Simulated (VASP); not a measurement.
Set up this calculation in VASP 6.6.1, as the native input.

```yaml
Task: single point
Functional: HSE06
Potentials_or_basis: VASP PAW PBE potentials, release 64 (Ba_sv, Hf_pv, Zr_sv, O)
Cutoff: 520 eV
k_mesh: 1 × 1 × 1
Occupations: fermi-dirac, width 0.05 eV
Spin: no spin polarisation
Dipole_correction: no
Grid_for_exact_exchange_PRECFOCK: Fast
Further_INCAR_settings: LREAL = Auto; ALGO = Normal; EDIFF = 1e-06; NBANDS = 181
Screening_parameter: 0.2079 1/Å
```

Crystal: Ba8Hf5Zr3O24.

```
Ba Hf Zr O
1.0
     8.33141    0.00000    0.00000
     0.00000    8.33141    0.00000
     0.00000    0.00000    8.33141
Ba Hf Zr O
8 5 3 24
Direct
  0.99989 0.00024 0.00038
  0.99966 0.00032 0.49957
  0.99967 0.50006 0.00029
  0.99965 0.49981 0.49964
  0.49994 0.00020 0.00057
  0.49998 0.00019 0.49977
  0.50027 0.49986 0.00072
  0.50010 0.49990 0.49979
  0.25006 0.25009 0.25008
  0.25000 0.75003 0.25001
  0.75001 0.25004 0.25004
  0.75005 0.24999 0.75002
  0.74999 0.75013 0.24996
  0.25008 0.25004 0.75003
  0.25007 0.74996 0.75001
  0.75006 0.75013 0.74998
  0.24862 0.24955 0.00103
  0.25170 0.25029 0.49916
  0.25127 0.75018 0.00104
  0.24874 0.74964 0.49891
  0.75161 0.24930 0.00013
  0.74863 0.25012 0.49986
  0.74863 0.75028 0.00081
  0.75125 0.74947 0.49894
  0.99991 0.24895 0.25178
  0.99927 0.25101 0.74849
  0.99991 0.75080 0.24842
  0.00001 0.74863 0.75139
  0.50014 0.25099 0.24872
  0.50107 0.24864 0.75136
  0.49994 0.74896 0.25100
  0.50007 0.75113 0.74860
  0.25098 0.99998 0.25036
  0.24913 0.99997 0.74967
  0.24922 0.49993 0.24979
  0.25157 0.49988 0.75032
  0.74903 0.99997 0.25024
  0.75162 0.00081 0.74925
  0.75099 0.49986 0.24936
  0.74928 0.49904 0.75027
```

The input as run:

POSCAR

```
Ba8Hf5Zr3O24
1.0
    8.3314150000      0.0000000000      0.0000000000
    0.0000000000      8.3314150000      0.0000000000
    0.0000000000      0.0000000000      8.3314150000
Ba Hf Zr O
8 5 3 24
Direct
    0.9998850000      0.0002400000      0.0003850000
    0.9996640000      0.0003190000      0.4995750000
    0.9996680000      0.5000570000      0.0002930000
    0.9996540000      0.4998120000      0.4996400000
    0.4999360000      0.0001960000      0.0005680000
    0.4999830000      0.0001890000      0.4997660000
    0.5002710000      0.4998630000      0.0007250000
    0.5001020000      0.4998960000      0.4997860000
    0.2500570000      0.2500880000      0.2500840000
    0.2500000000      0.7500290000      0.2500090000
    0.7500120000      0.2500380000      0.2500390000
    0.7500480000      0.2499950000      0.7500200000
    0.7499950000      0.7501350000      0.2499650000
    0.2500790000      0.2500370000      0.7500290000
    0.2500690000      0.7499640000      0.7500060000
    0.7500590000      0.7501300000      0.7499830000
    0.2486170000      0.2495550000      0.0010280000
    0.2516950000      0.2502890000      0.4991570000
    0.2512690000      0.7501800000      0.0010380000
    0.2487400000      0.7496350000      0.4989110000
    0.7516130000      0.2493040000      0.0001320000
    0.7486310000      0.2501220000      0.4998630000
    0.7486340000      0.7502830000      0.0008070000
    0.7512540000      0.7494650000      0.4989410000
    0.9999140000      0.2489480000      0.2517770000
    0.9992730000      0.2510150000      0.7484940000
    0.9999150000      0.7507960000      0.2484200000
    0.0000130000      0.7486260000      0.7513890000
    0.5001410000      0.2509850000      0.2487240000
    0.5010680000      0.2486440000      0.7513590000
    0.4999400000      0.7489630000      0.2510030000
    0.5000710000      0.7511340000      0.7485950000
    0.2509760000      0.9999830000      0.2503610000
    0.2491280000      0.9999670000      0.7496650000
    0.2492170000      0.4999310000      0.2497860000
    0.2515710000      0.4998800000      0.7503160000
    0.7490330000      0.9999680000      0.2502430000
    0.7516190000      0.0008150000      0.7492470000
    0.7509880000      0.4998630000      0.2493570000
    0.7492770000      0.4990390000      0.7502670000
```

INCAR.step1

```
ALGO = Normal
EDIFF = 1E-5
ENCUT = 520
GGA = PE
ISIF = 2
ISMEAR = -1
LASPH = T
LREAL = Auto
LWAVE = T
NBANDS = 181
NELM = 60
PREC = Accurate
SIGMA = 0.05
```

INCAR.step2

```
ALGO = Normal
EDIFF = 1E-6
ENCUT = 520
GGA = PE
HFSCREEN = 0.2079
ISIF = 2
ISMEAR = -1
ISTART = 1
LASPH = T
LCHARG = T
LELF = T
LHFCALC = T
LREAL = Auto
LVHAR = T
LWAVE = F
NBANDS = 181
NELM = 60
PREC = Accurate
PRECFOCK = Fast
SIGMA = 0.05
```

KPOINTS

```
k-points
0
Gamma
  1 1 1
```

Potentials or basis: VASP PAW PBE potentials, release 64 (Ba_sv, Hf_pv, Zr_sv, O).

The run is started by

```console
$ cat potpaw_PBE.64/Ba_sv/POTCAR potpaw_PBE.64/Hf_pv/POTCAR potpaw_PBE.64/Zr_sv/POTCAR potpaw_PBE.64/O/POTCAR > POTCAR
$ cp INCAR.step1 INCAR
$ mpirun -np 1 vasp_gam > vasp.out
$ cp INCAR.step2 INCAR
$ mpirun -np 1 vasp_gam > vasp.out
```

It gave:

```json
{
  "Pressure": "3.1 GPa",
  "Largest force": "0.143 eV/Å",
  "Band gap on the k mesh": "4.74 eV"
}
```

Caveat: the k points lie up to 0.75 Å⁻¹ apart; the PAW data sets were made with another functional, which shifts forces and pressure a little; spin-orbit coupling is left out, which moves the levels of the heavy elements.

It took 14 min on 1 thread of AMD EPYC 7R13 Processor (Zen 3), on a shared host, peak memory 0.82 GiB.
